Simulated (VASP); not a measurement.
Set up this calculation in VASP 6.6.1, as the native input.

```
Task                   : relaxation of cell and atoms
Functional             : PBE
Potentials or basis    : VASP PAW PBE potentials, release 64 (Ca_sv, H)
Cutoff                 : 600 eV
k mesh                 : 10 × 10 × 10
Occupations            : gaussian, width 0.1 eV
Spin                   : no spin polarisation
Dipole correction      : no
Further INCAR settings : ALGO = Fast; EDIFF = 1e-06; IBRION = 2; EDIFFG = -0.01; NSW = 100; ISIF = 3
```

The structure of Ca3H lies in POSCAR:

```
Ca3H
1.0
    0.0000000000      4.1209225133      4.1209225133
    4.1209225133      0.0000000000      4.1209225133
    4.1209225133      4.1209225133      0.0000000000
Ca H
3 1
Direct
    0.5000000000      0.5000000000      0.5000000000
    0.2500000000      0.2500000000      0.2500000000
    0.7500000000      0.7500000000      0.7500000000
    0.0000000000      0.0000000000      0.0000000000
```

The cell was generated, and may not be a known phase.

These files were run (other wordings do the same):

INCAR

```
ALGO     = Fast           # electronic algorithm
EDIFF    = 1E-6           # SCF threshold, eV
EDIFFG   = -0.01          # ionic threshold
ENCUT    = 600            # plane-wave cutoff, eV
GGA      = PE             # functional
IBRION   = 2              # ionic algorithm
ISIF     = 3              # what is computed and relaxed
ISMEAR   = 0              # smearing method
LASPH    = T              # aspherical terms in the spheres
LCHARG   = F              # write CHGCAR
LREAL    = F              # projectors in reciprocal space
LWAVE    = F              # write WAVECAR
NELM     = 80             # most SCF steps
NSW      = 100            # ionic steps
PREC     = Accurate       # precision mode
SIGMA    = 0.1            # smearing width, eV
```

KPOINTS

```
k-points
0
Gamma
  10 10 10
```

Potentials or basis: VASP PAW PBE potentials, release 64 (Ca_sv, H).

Command:

```console
$ cat potpaw_PBE.64/Ca_sv/POTCAR potpaw_PBE.64/H/POTCAR > POTCAR
$ mpirun -np 1 vasp_std > vasp.out
```

Results of the run:

```yaml
Relaxed_volume: 35.73 Å³/atom
Relaxed_cell: a = 5.869 Å, b = 5.869 Å, c = 5.869 Å, α = 60.00°, β = 60.00°, γ = 60.00°
Space_group_after_relaxing_to_0.1_Å: Fm-3m (No. 225)
Energy_gained_by_relaxing: 0.6 meV/atom
Ionic_steps: 3
Pressure_after_relaxing: 0.0 GPa
Band_gap_on_the_k_mesh: zero (an odd number of electrons rules out a gap without spin polarisation)
```

Run time: 6.2 min on 1 thread of Oxide Virtual Turin-like Processor (shared host), peak memory 0.39 GiB.
